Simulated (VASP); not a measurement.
# Bi in VASP: a series of runs

Bi is run at these levels: PBE; tasks: single point.

Everything below comes from runs of VASP 6.6.1. Logs are shortened: lines on timing, memory, paths and dates and some standing lists are left out, and cuts for length are marked.

## 1. The cell of the first run

The cell holds a slab with vacuum, 4 atoms: a = 5.118 Å, b = 4.520 Å, c = 29.360 Å, α = 90.00°, β = 90.00°, γ = 90.00°.

## 2. Single point, PBE

Contents of INCAR:

```
ALGO     = Normal         # electronic algorithm
DIPOL    = 0.5 0.5 0.324
EDIFF    = 1E-6           # SCF threshold, eV
ENCUT    = 520            # plane-wave cutoff, eV
GGA      = PE             # functional
IDIPOL   = 3            
ISIF     = 2              # what is computed and relaxed
ISMEAR   = 0              # smearing method
LASPH    = True           # aspherical terms in the spheres
LCHARG   = False          # write CHGCAR
LDIPOL   = True         
LREAL    = False          # projectors in reciprocal space
LWAVE    = False          # write WAVECAR
NBANDS   = 38             # bands
NELM     = 80             # most SCF steps
PREC     = Accurate       # precision mode
SIGMA    = 0.01           # smearing width, eV
```

Contents of KPOINTS:

```
k-points
0
Gamma
  3 3 1
```

Contents of POSCAR:

```
Bi
1.0
    5.1182504689      0.0000000000      0.0000000000
    0.0000000000      4.5196968759      0.0000000000
    0.0000000000      0.0000000000     29.3597916812
Bi
4
Direct
    0.0480844891      0.0000000000      0.3738669590
    0.4519155109      0.5000000000      0.3738669590
    0.5480844891      0.5000000000      0.2732765973
    0.9519155109      0.0000000000      0.2732765973
```

Potentials or basis: VASP PAW PBE potentials, release 64 (Bi_d).

The run is started by

```sh
$ cat potpaw_PBE.64/Bi_d/POTCAR > POTCAR
$ mpirun -np 1 vasp_std > vasp.out
```

OUTCAR:

```text
EDIFF = 1E-6
   ENCUT = 520
   GGA = PE
   ISIF = 2
   ISMEAR = 0
   LASPH = True
   LREAL = False
   NELM = 80
   PREC = Accurate

 ion  position               nearest neighbor table
   1  0.048  0.000  0.374-   4 2.99   2 3.06   2 3.06   2 3.80   2 3.80
   2  0.452  0.500  0.374-   3 2.99   1 3.06   1 3.06   1 3.80   1 3.80
   3  0.548  0.500  0.273-   2 2.99   4 3.06   4 3.06   4 3.80   4 3.80
   4  0.952  0.000  0.273-   1 2.99   3 3.06   3 3.06   3 3.80   3 3.80

  LATTYP: Found a simple orthorhombic cell.
 ALAT       =     4.5196968759
 B/A-ratio  =     1.1324322426
 C/A-ratio  =     6.4959647709

  Lattice vectors:

 A1 = (   0.0000000000,  -4.5196968759,   0.0000000000)
 A2 = (   5.1182504689,   0.0000000000,   0.0000000000)
 A3 = (   0.0000000000,   0.0000000000,  29.3597916812)

Analysis of symmetry for initial positions (statically):
=====================================================================
 Subroutine PRICEL returns:
 Original cell was already a primitive cell.

 Routine SETGRP: Setting up the symmetry group for a
 simple orthorhombic supercell.

 Subroutine GETGRP returns: Found  8 space group operations
 (whereof  2 operations were pure point group operations)
 out of a pool of  8 trial point group operations.

The static configuration has the point symmetry C_1h.
 The point group associated with its full space group is D_2h.

Analysis of symmetry for dynamics (positions and initial velocities):
=====================================================================
 Subroutine PRICEL returns:
 Original cell was already a primitive cell.

 Routine SETGRP: Setting up the symmetry group for a
 simple orthorhombic supercell.

 Subroutine GETGRP returns: Found  8 space group operations
 (whereof  2 operations were pure point group operations)
 out of a pool of  8 trial point group operations.

The dynamic configuration has the point symmetry C_1h.
 The point group associated with its full space group is D_2h.

 Subroutine INISYM returns: Found  8 space group operations
 (whereof  2 operations are pure point group operations),
 and found     1 'primitive' translations

----------------------------------------------------------------------------------------

                                     Primitive cell

  volume of cell :     679.1783

  direct lattice vectors                    reciprocal lattice vectors
     5.118250469  0.000000000  0.000000000     0.195379262  0.000000000  0.000000000
     0.000000000  4.519696876  0.000000000     0.000000000  0.221253776  0.000000000
     0.000000000  0.000000000 29.359791681     0.000000000  0.000000000  0.034060187

  length of vectors
     5.118250469  4.519696876 29.359791681     0.195379262  0.221253776  0.034060187

  position of ions in fractional coordinates (direct lattice)
     0.048084489  0.000000000  0.373866959
     0.451915511  0.500000000  0.373866959
     0.548084489  0.500000000  0.273276597
     0.951915511  0.000000000  0.273276597

  ion indices of the primitive-cell ions
   primitive index   ion index
                 1           1
                 2           2
                 3           3
                 4           4

----------------------------------------------------------------------------------------

 KPOINTS: k-points

Automatic generation of k-mesh.
 Grid dimensions read from file:
 generate k-points for:    3    3    1

 Generating k-lattice:

  Cartesian coordinates                     Fractional coordinates (reciprocal lattice)
     0.065126421  0.000000000  0.000000000     0.333333333  0.000000000  0.000000000
     0.000000000  0.073751259  0.000000000     0.000000000  0.333333333  0.000000000
     0.000000000  0.000000000  0.034060187     0.000000000  0.000000000  1.000000000

  Length of vectors
     0.065126421  0.073751259  0.034060187

  Shift w.r.t. Gamma in fractional coordinates (k-lattice)
     0.000000000  0.000000000  0.000000000

 Subroutine IBZKPT returns following result:
 ===========================================

 Found      4 irreducible k-points:

 Following reciprocal coordinates:
            Coordinates               Weight
  0.000000  0.000000  0.000000      1.000000
  0.333333  0.000000  0.000000      2.000000
  0.000000  0.333333  0.000000      2.000000
  0.333333  0.333333  0.000000      4.000000
   k-points           NKPTS =      4   k-points in BZ     NKDIM =      4   number of bands    NBANDS=     38
   number of dos      NEDOS =    301   number of ions     NIONS =      4
   total plane-waves  NPLWV = 322560
   dimension x,y,z NGX =    40 NGY =   36 NGZ =  224
   dimension x,y,z NGXF=    80 NGYF=   72 NGZF=  448
   ions per type =               4
   NGX,Y,Z   is equivalent  to a cutoff of  12.99, 13.24, 12.68 a.u.
   NGXF,Y,Z  is equivalent  to a cutoff of  25.98, 26.48, 25.37 a.u.
 SYSTEM =  unknown system
   PREC   = accura    normal or accurate (medium, high low for compatibility)
   ISTART =      0    job   : 0-new  1-cont  2-samecut
   ICHARG =      2    charge: 1-file 2-atom 10-const
   ISPIN  =      1    spin polarized calculation?
   LNONCOLLINEAR =      F non collinear calculations
   LSORBIT =      F    spin-orbit coupling
   LASPH  =      T    aspherical Exc in radial PAW
   ENCUT  =  520.0 eV  38.22 Ry    6.18 a.u.   9.52  8.40 54.59*2*pi/ulx,y,z
   NELM   =     80;   NELMIN=  2; NELMDL= -5     # of ELM steps
   EDIFF  = 0.1E-05   stopping-criterion for ELM
   LREAL  =      F    real-space projection
[... 7 lines left out ...]
   TEBEG  =    0.0;   TEEND  =   0.0 temperature during run
   PSTRESS=    0.0 pullay stress
   NELECT =      60.0000    total number of electrons
   NUPDOWN=      -1.0000    fix difference up-down
   EMIN   =  10.00;   EMAX   =-10.00  energy-range for DOS
   EFERMI =   0.00;   METHOD = LEGACY
   ISMEAR =     0;   SIGMA  =   0.01  broadening in eV -4-tet -1-fermi 0-gaus
   EFERMI_NEDOS =   21; number of points for ismear=-14 and -15
   IALGO  =     38    algorithm
   IMIX   =      4    mixing-type and parameters
     AMIX     =   0.40;   BMIX     =  1.00
     AMIX_MAG =   1.60;   BMIX_MAG =  1.00
  volume/ion in A,a.u.               =     169.79      1145.83
  Fermi-wavevector in a.u.,A,eV,Ry     =   0.729117  1.377832  7.233018  0.531612
  Thomas-Fermi vector in A             =   1.820759
   LORBIT       =      0    0 simple, 1 ext, 2 COOP (PROOUT), +10 PAW based schemes
   GGA     = PE    functional components
   LHFCALC =     F    Hartree Fock is set to
   AEXX    =    0.0000 exact exchange contribution
   IVDW    =     0    specifies the selected vdW correction
   LEPSILON=     F    determine dielectric tensor
   LRPA    =     F    only Hartree local field effects (RPA)
 non-spin polarized calculation
 Gauss-broadening in eV      SIGMA  =   0.01
  energy-cutoff  :      520.00
  volume of cell :      679.18
 maximum number of plane-waves:     18339
 NGX is ok and might be reduce to    40
   NGX = 19   NGY = 17   NGZ =109

 dipolmoment           0.000000      0.000000      0.000002 electrons x Angstroem

 number of electron      60.0000022 magnetization

 dipolmoment           0.000000      0.000000     -0.000000 electrons x Angstroem

 Free energy of the ion-electron system (eV)
  ---------------------------------------------------
  ext. energy  EPLUGINS =         0.00000000
  ---------------------------------------------------
  free energy    TOTEN  =       -15.06307668 eV

  energy without entropy =      -15.06307668  energy(sigma->0) =      -15.06307668

 E-fermi :  -1.8078     XC(G=0):  -2.4031

 val. band max:       -1.9094792534   @ k =   0.0000   0.0000   0.0000
 cond. band min:      -1.3467204406   @ k =   0.0000   0.0000   0.0000
 fundamental gap:      0.5627588128
 Fermi energy:        -1.8077639886

 k-point     1 :       0.0000    0.0000    0.0000
  band No.  band energies     occupation
      1     -24.5665      2.00000
      2     -24.5577      2.00000
      3     -24.5483      2.00000
      4     -24.4342      2.00000
      5     -24.4289      2.00000
      6     -24.4226      2.00000
[... 30 lines left out ...]
     37       2.1985      0.00000
     38       2.5640      0.00000

 k-point     2 :       0.3333    0.0000    0.0000
  band No.  band energies     occupation
      1     -24.5395      2.00000
      2     -24.5275      2.00000
      3     -24.5225      2.00000
      4     -24.4774      2.00000
      5     -24.4221      2.00000
      6     -24.4164      2.00000
[... 30 lines left out ...]
     37       2.2420      0.00000
     38       2.6781      0.00000

 k-point     3 :       0.0000    0.3333    0.0000
  band No.  band energies     occupation
      1     -24.5484      2.00000
      2     -24.5302      2.00000
      3     -24.4847      2.00000
      4     -24.4242      2.00000
      5     -24.4073      2.00000
      6     -24.3869      2.00000
[... 30 lines left out ...]
     37       2.4166      0.00000
     38       2.8207      0.00000

 k-point     4 :       0.3333    0.3333    0.0000
  band No.  band energies     occupation
      1     -24.5552      2.00000
      2     -24.5373      2.00000
      3     -24.4568      2.00000
      4     -24.4505      2.00000
      5     -24.4109      2.00000
      6     -24.4073      2.00000
[... 30 lines left out ...]
     37       2.8702      0.00000
     38       3.4414      0.00000

------------------------ aborting loop because EDIFF is reached ----------------------------------------

 vacuum level on the upper side and lower side of the slab       (xc-potential included)        -0.005        -0.005

  FORCE on cell =-STRESS in cart. coord.  units (eV):
  Direction    XX          YY          ZZ          XY          YZ          ZX
  --------------------------------------------------------------------------------------
  -------------------------------------------------------------------------------------
  Total       -0.8605683      1.4576766      2.0695135      0.0000000      0.0000000      0.0000000
  in kB       -2.0300751      3.4386498      4.8819692      0.0000000      0.0000000      0.0000000
  external PRESSURE =       2.0968480 kB  Pullay stress =       0.0000000 kB

 VOLUME and BASIS-vectors are now :
 -----------------------------------------------------------------------------
  energy-cutoff  :      520.00
  volume of cell :      679.18
      direct lattice vectors                 reciprocal lattice vectors
     5.118250469  0.000000000  0.000000000     0.195379262  0.000000000  0.000000000
     0.000000000  4.519696876  0.000000000     0.000000000  0.221253776  0.000000000
     0.000000000  0.000000000 29.359791681     0.000000000  0.000000000  0.034060187

 POSITION                                       TOTAL-FORCE (eV/Angst)
 -----------------------------------------------------------------------------------
      0.24611      0.00000     10.97666        -0.144138      0.000000      0.361451
      2.31302      2.25985     10.97666         0.144138      0.000000      0.361451
      2.80523      2.25985      8.02334        -0.144138      0.000000     -0.361451
      4.87214      0.00000      8.02334         0.144138     -0.000000     -0.361451
 -----------------------------------------------------------------------------------
    total drift:                                0.000000      0.000000     -0.000088

  FREE ENERGIE OF THE ION-ELECTRON SYSTEM (eV)
  ---------------------------------------------------
  free  energy   TOTEN  =       -15.0630766769 eV

  energy  without entropy=      -15.0630766769  energy(sigma->0) =      -15.06307668

 vacuum level on the upper side and lower side of the slab         2.100         2.100
```

Run time: 4.9 min. Hardware: 1 thread of Intel Xeon Platinum 8488C (Sapphire Rapids), shared host; peak memory 0.63 GiB.

Results:

```yaml
Free_energy: -15.0631 eV
Largest_force: 0.389 eV/Å
```

Forces in eV/Å, atoms in the order of the input:
```
Bi  -0.144  0.000  0.361
Bi   0.144  0.000  0.361
Bi  -0.144  0.000 -0.361
Bi   0.144  0.000 -0.361
```

Levels at points of the mesh, in eV from the Fermi level:
```tsv
k point	band 26	band 27	band 28	band 29	band 30	band 31	band 32	band 33	band 34	band 35
(0.00, 0.00, 0.00)	-2.80	-2.25	-1.41	-0.99	-0.10	0.46	2.31	2.42	2.90	3.41
```

Caveat: the k points lie up to 0.46 Å⁻¹ apart; spin-orbit coupling is left out, which moves the levels of the heavy elements.

## 3. Single point, PBE

Contents of INCAR:

```
PREC = Accurate ; ENCUT = 520
EDIFF = 1E-7 ; ISMEAR = 0
SIGMA = 0.01 ; LREAL = F
LASPH = T ; NELM = 100
ALGO = Normal ; ISIF = 2
LWAVE = F ; LCHARG = F
LDIPOL = T ; IDIPOL = 3
DIPOL = 0.5 0.5 0.324 ; GGA = PE
NBANDS = 38
```

Contents of KPOINTS:

```
regular mesh
0
Gamma
  4 4 1
```

POSCAR is that of step 2.

Potentials or basis: VASP PAW PBE potentials, release 64 (Bi_d).

The run is started by

```sh
$ cat potpaw_PBE.64/Bi_d/POTCAR > POTCAR
$ mpirun -np 1 vasp_std > vasp.out
```

OUTCAR:

```text
PREC = Accurate
   ENCUT = 520
   EDIFF = 1E-7
   ISMEAR = 0
   LREAL = F
   LASPH = T
   NELM = 100
   ISIF = 2
   GGA = PE

 ion  position               nearest neighbor table
   1  0.048  0.000  0.374-   4 2.99   2 3.06   2 3.06   2 3.80   2 3.80
   2  0.452  0.500  0.374-   3 2.99   1 3.06   1 3.06   1 3.80   1 3.80
   3  0.548  0.500  0.273-   2 2.99   4 3.06   4 3.06   4 3.80   4 3.80
   4  0.952  0.000  0.273-   1 2.99   3 3.06   3 3.06   3 3.80   3 3.80

  LATTYP: Found a simple orthorhombic cell.
 ALAT       =     4.5196968759
 B/A-ratio  =     1.1324322426
 C/A-ratio  =     6.4959647709
[... 559 lines left out ...]
  -------------------------------------------------------------------------------------
  Total        0.1500275      1.3088487      0.5141181      0.0000000      0.0000000      0.0000000
  in kB        0.3539139      3.0875658      1.2128014      0.0000000      0.0000000      0.0000000
  external PRESSURE =       1.5514271 kB  Pullay stress =       0.0000000 kB

 VOLUME and BASIS-vectors are now :
 -----------------------------------------------------------------------------
  energy-cutoff  :      520.00
  volume of cell :      679.18
      direct lattice vectors                 reciprocal lattice vectors
     5.118250469  0.000000000  0.000000000     0.195379262  0.000000000  0.000000000
     0.000000000  4.519696876  0.000000000     0.000000000  0.221253776  0.000000000
     0.000000000  0.000000000 29.359791681     0.000000000  0.000000000  0.034060187

 POSITION                                       TOTAL-FORCE (eV/Angst)
 -----------------------------------------------------------------------------------
      0.24611      0.00000     10.97666        -0.135518     -0.000000      0.098187
      2.31302      2.25985     10.97666         0.135518      0.000000      0.098187
      2.80523      2.25985      8.02334        -0.135518     -0.000000     -0.098187
      4.87214      0.00000      8.02334         0.135518      0.000000     -0.098187
 -----------------------------------------------------------------------------------
    total drift:                                0.000000      0.000000     -0.000087

  FREE ENERGIE OF THE ION-ELECTRON SYSTEM (eV)
  ---------------------------------------------------
  free  energy   TOTEN  =       -15.1308047358 eV

  energy  without entropy=      -15.1308047358  energy(sigma->0) =      -15.13080474

 vacuum level on the upper side and lower side of the slab         2.092         2.093
```

stdout:

```text
POSCAR found type information on POSCAR Bi
 POSCAR found :  1 types and       4 ions
 scaLAPACK will be used
 LDA part: xc-table for (Slater+PW92), standard interpolation
 POSCAR, INCAR and KPOINTS ok, starting setup
 FFT: planning ... GRIDC
 FFT: planning ... GRID_SOFT
 FFT: planning ... GRID
 WAVECAR not read
 entering main loop
```

Wall time 11 min (1 thread of Intel Xeon Platinum 8488C (Sapphire Rapids), shared host); peak memory 0.7 GiB.

What came out:

```
Free energy   : -15.1308 eV
Largest force : 0.167 eV/Å
```

Forces on the atoms (eV/Å):
```
Bi  -0.136  0.000  0.098
Bi   0.136  0.000  0.098
Bi  -0.136  0.000 -0.098
Bi   0.136  0.000 -0.098
```

Levels at points of the mesh, in eV from the Fermi level:
| k point | band 28 | band 29 | band 30 | band 31 | band 32 | band 33 |
| --- | --- | --- | --- | --- | --- | --- |
| (0.00, 0.00, 0.00) | -1.38 | -0.97 | -0.07 | 0.48 | 2.33 | 2.45 |
| (0.50, 0.00, 0.00) | -1.00 | -0.62 | -0.62 | 0.87 | 0.87 | 1.83 |
| (0.00, 0.50, 0.00) | -1.51 | -1.35 | -1.35 | 0.78 | 0.78 | 1.16 |
| (0.50, 0.50, 0.00) | -2.88 | -1.44 | -1.44 | 2.23 | 2.23 | 4.27 |

Caveat: spin-orbit coupling is left out, which moves the levels of the heavy elements.

(Continued in part 2 of 2.)
